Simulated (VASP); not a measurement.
# Be12Br in VASP: single point with PBE

Aim: the single point of Be12Br with PBE.

Everything below comes from runs of VASP 6.6.1. Logs are shortened: lines on timing, memory, paths and dates and some standing lists are left out, and cuts for length are marked.

### 1 The cell of the first run

The cell holds a slab with vacuum, 13 atoms: a = 4.580 Å, b = 4.580 Å, c = 14.588 Å, α = 90.00°, β = 90.00°, γ = 60.00°.

### 2 Single point, PBE

INCAR

```
ALGO = Normal ; EDIFF = 1E-6
ENCUT = 520 ; GGA = PE
ISIF = 2 ; ISMEAR = 0
LASPH = T ; LCHARG = F
LREAL = F ; LWAVE = F
NBANDS = 28 ; NELM = 100
PREC = Accurate ; SIGMA = 0.1
```

KPOINTS

```
k-points
0
Gamma
  4 4 1
```

POSCAR

```
Be12Br
1.0
    4.5800000000      0.0000000000      0.0000000000
    2.2900000000      3.9663960000      0.0000000000
    0.0000000000      0.0000000000     14.5884300000
Be Br
12 1
Direct
    0.0000000000      0.0000000000      0.0685475000
    0.5000000000      0.0000000000      0.0685475000
    0.0000000000      0.5000000000      0.0685475000
    0.5000000000      0.5000000000      0.0685475000
   -0.1576575906      0.3288017841      0.1915360085
    0.3286743584      0.3287770083      0.1915172448
   -0.1667425316      0.8333558720      0.1900448401
    0.3286804798      0.8424813487      0.1915277101
   -0.0017152939     -0.0015434875      0.3171937520
    0.5029037873     -0.0015139303      0.3171602644
   -0.0017310962      0.5031707287      0.3171806602
    0.4997876098      0.5000423277      0.3010278624
    0.1661344044      0.1668385450      0.4496457074
```

Potentials or basis: VASP PAW PBE potentials, release 64 (Be, Br).

Launch:

```
$ cat potpaw_PBE.64/Be/POTCAR potpaw_PBE.64/Br/POTCAR > POTCAR
$ mpirun -np 1 vasp_std > vasp.out
```

OUTCAR:

```text
EDIFF = 1E-6
   ENCUT = 520
   GGA = PE
   ISIF = 2
   ISMEAR = 0
   LASPH = T
   LREAL = F
   NELM = 100
   PREC = Accurate

 ion  position               nearest neighbor table
   1  0.000  0.000  0.069-   7 2.21   8 2.22   5 2.22   3 2.29   3 2.29   4 2.29   4 2.29   2 2.29
                             2 2.29
   2  0.500  0.000  0.069-   7 2.21   6 2.22   8 2.22   4 2.29   3 2.29   4 2.29   3 2.29   1 2.29
                             1 2.29
   3  0.000  0.500  0.069-   7 2.21   6 2.22   5 2.22   1 2.29   1 2.29   2 2.29   2 2.29   4 2.29
                             4 2.29
   4  0.500  0.500  0.069-   5 2.25   8 2.25   6 2.25   2 2.29   1 2.29   2 2.29   1 2.29   3 2.29
                             3 2.29
   5  0.842  0.329  0.192-  12 2.10   1 2.22   3 2.22   6 2.23   8 2.23   4 2.25  11 2.25   9 2.25
                             7 2.29   7 2.29   8 2.35   6 2.35
   6  0.329  0.329  0.192-  12 2.10   3 2.22   2 2.22   8 2.23   5 2.23   4 2.25  10 2.25  11 2.25
                             7 2.29   7 2.29   5 2.35   8 2.35
   7  0.833  0.833  0.190-   2 2.21   3 2.21   1 2.21  11 2.27   9 2.27  10 2.27   8 2.29   5 2.29
                             6 2.29   6 2.29   5 2.29   8 2.29
   8  0.329  0.842  0.192-  12 2.10   1 2.22   2 2.22   6 2.23   5 2.23   4 2.25  10 2.25   9 2.25
                             7 2.29   7 2.29   5 2.35   6 2.35
   9  0.998  0.998  0.317-   5 2.25   8 2.25  11 2.27  10 2.27   7 2.27  12 2.30  12 2.30  10 2.31
                            11 2.31  13 2.35
  10  0.503  0.998  0.317-   8 2.25   6 2.25  11 2.27   9 2.27   7 2.27  12 2.30  12 2.30   9 2.31
                            11 2.31  13 2.35
  11  0.998  0.503  0.317-   5 2.25   6 2.25   9 2.27  10 2.27   7 2.27  12 2.30  12 2.30  10 2.31
                             9 2.31  13 2.35
  12  0.500  0.500  0.301-   6 2.10   8 2.10   5 2.10  11 2.30   9 2.30  10 2.30  10 2.30  11 2.30
                             9 2.30
  13  0.166  0.167  0.450-   9 2.35  11 2.35  10 2.35

  LATTYP: Found a hexagonal cell.
 ALAT       =     4.5799996975
 C/A-ratio  =     3.1852469353

  Lattice vectors:

 A1 = (  -2.2900000000,  -3.9663960000,   0.0000000000)
 A2 = (   4.5800000000,   0.0000000000,   0.0000000000)
 A3 = (   0.0000000000,   0.0000000000,  14.5884300000)

Analysis of symmetry for initial positions (statically):
=====================================================================
 Subroutine PRICEL returns:
 Original cell was already a primitive cell.

 Routine SETGRP: Setting up the symmetry group for a
 hexagonal supercell.

 Subroutine GETGRP returns: Found  1 space group operations
 (whereof  1 operations were pure point group operations)
 out of a pool of 24 trial point group operations.

The static configuration has the point symmetry C_1 .

Analysis of symmetry for dynamics (positions and initial velocities):
=====================================================================
 Subroutine PRICEL returns:
 Original cell was already a primitive cell.

 Routine SETGRP: Setting up the symmetry group for a
 hexagonal supercell.

 Subroutine GETGRP returns: Found  1 space group operations
 (whereof  1 operations were pure point group operations)
 out of a pool of 24 trial point group operations.

The dynamic configuration has the point symmetry C_1 .

 Subroutine INISYM returns: Found  1 space group operations
 (whereof  1 operations are pure point group operations),
 and found     1 'primitive' translations

----------------------------------------------------------------------------------------

                                     Primitive cell

  volume of cell :     265.0148

  direct lattice vectors                    reciprocal lattice vectors
     4.580000000  0.000000000  0.000000000     0.218340611 -0.126059022  0.000000000
     2.290000000  3.966396000  0.000000000     0.000000000  0.252118044  0.000000000
     0.000000000  0.000000000 14.588430000     0.000000000  0.000000000  0.068547472

  length of vectors
     4.580000000  4.579999697 14.588430000     0.252118027  0.252118044  0.068547472

[... 40 lines left out ...]

  Cartesian coordinates                     Fractional coordinates (reciprocal lattice)
     0.054585153 -0.031514755  0.000000000     0.250000000 -0.000000000  0.000000000
     0.000000000  0.063029511  0.000000000     0.000000000  0.250000000  0.000000000
     0.000000000  0.000000000  0.068547472     0.000000000  0.000000000  1.000000000

  Length of vectors
     0.063029507  0.063029511  0.068547472

  Shift w.r.t. Gamma in fractional coordinates (k-lattice)
     0.000000000  0.000000000  0.000000000

 Subroutine IBZKPT returns following result:
 ===========================================

 Found     10 irreducible k-points:

 Following reciprocal coordinates:
            Coordinates               Weight
  0.000000  0.000000  0.000000      1.000000
  0.250000  0.000000  0.000000      2.000000
  0.250000  0.250000  0.000000      2.000000
  0.000000  0.250000  0.000000      2.000000
  0.500000  0.000000  0.000000      1.000000
  0.500000  0.500000  0.000000      1.000000
  0.000000  0.500000  0.000000      1.000000
  0.500000  0.250000  0.000000      2.000000
  0.250000  0.500000  0.000000      2.000000
 -0.250000  0.250000  0.000000      2.000000
   k-points           NKPTS =     10   k-points in BZ     NKDIM =     10   number of bands    NBANDS=     28
   number of dos      NEDOS =    301   number of ions     NIONS =     13
   total plane-waves  NPLWV = 139968
   dimension x,y,z NGX =    36 NGY =   36 NGZ =  108
   dimension x,y,z NGXF=    72 NGYF=   72 NGZF=  216
   ions per type =              12   1
   NGX,Y,Z   is equivalent  to a cutoff of  13.07, 13.07, 12.31 a.u.
   NGXF,Y,Z  is equivalent  to a cutoff of  26.13, 26.13, 24.61 a.u.
 SYSTEM =  unknown system
   PREC   = accura    normal or accurate (medium, high low for compatibility)
   ISTART =      0    job   : 0-new  1-cont  2-samecut
   ICHARG =      2    charge: 1-file 2-atom 10-const
   ISPIN  =      1    spin polarized calculation?
   LNONCOLLINEAR =      F non collinear calculations
   LSORBIT =      F    spin-orbit coupling
   LASPH  =      T    aspherical Exc in radial PAW
   ENCUT  =  520.0 eV  38.22 Ry    6.18 a.u.   8.52  8.52 27.12*2*pi/ulx,y,z
   NELM   =    100;   NELMIN=  2; NELMDL= -5     # of ELM steps
   EDIFF  = 0.1E-05   stopping-criterion for ELM
   LREAL  =      F    real-space projection
   EDIFFG = 0.1E-04   stopping-criterion for IOM
   NSW    =      0    number of steps for IOM
   IBRION =     -1    ionic relax: 0-MD 1-quasi-New 2-CG
   NFREE  =      0    steps in history (QN), initial steepest desc. (CG)
   ISIF   =      2    stress and relaxation
   ISYM   =      2    0-nonsym 1-usesym 2-fastsym
   POTIM  = 0.5000    time-step for ionic-motion
   TEBEG  =    0.0;   TEEND  =   0.0 temperature during run
   PSTRESS=    0.0 pullay stress
   NELECT =      31.0000    total number of electrons
   NUPDOWN=      -1.0000    fix difference up-down
   EMIN   =  10.00;   EMAX   =-10.00  energy-range for DOS
   EFERMI =   0.00;   METHOD = LEGACY
   ISMEAR =     0;   SIGMA  =   0.10  broadening in eV -4-tet -1-fermi 0-gaus
   EFERMI_NEDOS =   21; number of points for ismear=-14 and -15
   IALGO  =     38    algorithm
   IMIX   =      4    mixing-type and parameters
     AMIX     =   0.40;   BMIX     =  1.00
     AMIX_MAG =   1.60;   BMIX_MAG =  1.00
  volume/ion in A,a.u.               =      20.39       137.57
  Fermi-wavevector in a.u.,A,eV,Ry     =   0.800643  1.512995  8.721723  0.641029
  Thomas-Fermi vector in A             =   1.907977
   LORBIT       =      0    0 simple, 1 ext, 2 COOP (PROOUT), +10 PAW based schemes
   GGA     = PE    functional components
   LHFCALC =     F    Hartree Fock is set to
   AEXX    =    0.0000 exact exchange contribution
   IVDW    =     0    specifies the selected vdW correction
   LEPSILON=     F    determine dielectric tensor
   LRPA    =     F    only Hartree local field effects (RPA)
 non-spin polarized calculation
 Gauss-broadening in eV      SIGMA  =   0.10
  energy-cutoff  :      520.00
  volume of cell :      265.01
 maximum number of plane-waves:      7153
 NGX is ok and might be reduce to    36
   NGX = 17   NGY = 17   NGZ = 55

 number of electron      30.9999999 magnetization

 Free energy of the ion-electron system (eV)
  ---------------------------------------------------
  ext. energy  EPLUGINS =         0.00000000
  ---------------------------------------------------
  free energy    TOTEN  =       -44.15061102 eV

  energy without entropy =      -44.12430244  energy(sigma->0) =      -44.13745673

 E-fermi :  -0.0114     XC(G=0):  -5.9943

 val. band max:       -0.0614913237   @ k =  -0.2500   0.2500   0.0000
 cond. band min:       0.1215631014   @ k =   0.0000   0.0000   0.0000
 fundamental gap:      0.1830544251
 Fermi energy:        -0.0114008846

 k-point     1 :       0.0000    0.0000    0.0000
  band No.  band energies     occupation
      1     -16.1431      2.00000
      2      -9.5499      2.00000
      3      -7.4521      2.00000
      4      -5.3966      2.00000
      5      -3.9553      2.00000
      6      -3.9551      2.00000
[... 289 lines left out ...]
     26       6.1451      0.00000
     27       6.4916      0.00000
 [bands above 27 left out]

------------------------ aborting loop because EDIFF is reached ----------------------------------------

  FORCE on cell =-STRESS in cart. coord.  units (eV):
  Direction    XX          YY          ZZ          XY          YZ          ZX
  --------------------------------------------------------------------------------------
  -------------------------------------------------------------------------------------
  Total       -4.9493676     -4.9494821      0.1269177     -0.0009984     -0.0045845      0.0168159
  in kB      -29.9219705    -29.9226626      0.7672957     -0.0060357     -0.0277162      0.1016626
  external PRESSURE =     -19.6924458 kB  Pullay stress =       0.0000000 kB

 VOLUME and BASIS-vectors are now :
 -----------------------------------------------------------------------------
  energy-cutoff  :      520.00
  volume of cell :      265.01
      direct lattice vectors                 reciprocal lattice vectors
     4.580000000  0.000000000  0.000000000     0.218340611 -0.126059022  0.000000000
     2.290000000  3.966396000  0.000000000     0.000000000  0.252118044  0.000000000
     0.000000000  0.000000000 14.588430000     0.000000000  0.000000000  0.068547472

 POSITION                                       TOTAL-FORCE (eV/Angst)
 -----------------------------------------------------------------------------------
      0.00000      0.00000      1.00000         0.090314      0.053109     -0.004946
      2.29000      0.00000      1.00000        -0.091653      0.052420     -0.005395
      1.14500      1.98320      1.00000        -0.001267     -0.104971     -0.005237
      3.43500      1.98320      1.00000        -0.000722      0.000171     -0.023066
      4.61088      1.30416      2.79421         0.001794     -0.001034      0.000641
      2.25823      1.30406      2.79394        -0.001729     -0.000630      0.001067
      5.72470      3.30542      2.77246        -0.000167     -0.000073     -0.001494
      3.43464      3.34161      2.79409        -0.000312      0.001956      0.000277
      6.85861      3.96027      4.62736         0.000703      0.000844      0.002671
      4.58983      3.96039      4.62687        -0.000191      0.000733      0.004339
      5.72433      1.99577      4.62717         0.000097     -0.001545      0.003310
      3.43412      1.98337      4.39152         0.000945     -0.000160      0.017801
      1.14296      0.66175      6.55962         0.002186     -0.000819      0.010032
 -----------------------------------------------------------------------------------
    total drift:                                0.000004     -0.000001     -0.000051

  FREE ENERGIE OF THE ION-ELECTRON SYSTEM (eV)
  ---------------------------------------------------
  free  energy   TOTEN  =       -44.1506110229 eV

  energy  without entropy=      -44.1243024416  energy(sigma->0) =      -44.13745673
```

Wall time 96 s (1 thread of AMD EPYC 7R43 (Zen 3), shared host); peak memory 0.32 GiB.

Results:

```yaml
Free_energy: -44.1506 eV
Largest_force: 0.106 eV/Å
```

Forces in eV/Å, atoms in the order of the input:
```
Be   0.090  0.053 -0.005
Be  -0.092  0.052 -0.005
Be  -0.001 -0.105 -0.005
Be  -0.001  0.000 -0.023
Be   0.002 -0.001  0.001
Be  -0.002 -0.001  0.001
Be   0.000  0.000 -0.001
Be   0.000  0.002  0.000
Be   0.001  0.001  0.003
Be   0.000  0.001  0.004
Be   0.000 -0.002  0.003
Be   0.001  0.000  0.018
Br   0.002 -0.001  0.010
```

Levels at points of the mesh, in eV from the Fermi level:
| k point | band 14 | band 15 | band 16 | band 17 | band 18 | band 19 |
| --- | --- | --- | --- | --- | --- | --- |
| (0.00, 0.00, 0.00) | -1.60 | -1.58 | -1.58 | 0.13 | 2.85 | 2.85 |
| (0.50, 0.00, 0.00) | -0.83 | 0.40 | 0.91 | 1.15 | 2.33 | 3.28 |
| (0.50, 0.50, 0.00) | -0.83 | 0.41 | 0.91 | 1.15 | 2.33 | 3.28 |
| (0.00, 0.50, 0.00) | -0.83 | 0.41 | 0.91 | 1.15 | 2.33 | 3.28 |

Caveat: the k points lie up to 0.40 Å⁻¹ apart; an odd number of electrons without spin polarisation forces a metal; a magnetic or distorted state may lie lower.
